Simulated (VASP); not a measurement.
A run of VASP 6.6.1 is set up as follows.

The input INCAR:

```
PREC = Accurate ; ENCUT = 520
EDIFF = 1E-6 ; ISMEAR = -1
SIGMA = 0.1 ; LREAL = F
LASPH = T ; NELM = 80
ALGO = Normal ; ISIF = 2
LWAVE = F ; LCHARG = T
LELF = T ; LVHAR = T
NBANDS = 14
```

The input KPOINTS:

```
regular mesh
0
Gamma
  15 15 15
```

POSCAR

```
AlNi
1.0
    0.0000000000      2.3746546130      2.3746546130
    2.3746546130      0.0000000000      2.3746546130
    2.3746546130      2.3746546130      0.0000000000
Ni Al
1 1
Direct
    0.0000000000      0.0000000000      0.0000000000
    0.5000000000      0.5000000000      0.5000000000
```

Potentials or basis: VASP PAW LDA potentials, release 64 (Ni, Al).

Launch:

```sh
$ cat potpaw_LDA.64/Ni/POTCAR potpaw_LDA.64/Al/POTCAR > POTCAR
$ mpirun -np 1 vasp_std > vasp.out
```

What does it give for the pressure?

0.1 GPa.

Estimate the band gap on the k mesh.

zero (an odd number of electrons rules out a gap without spin polarisation).

Spin polarisation is off, so any magnetic state and its effect on volume and gap are missing.
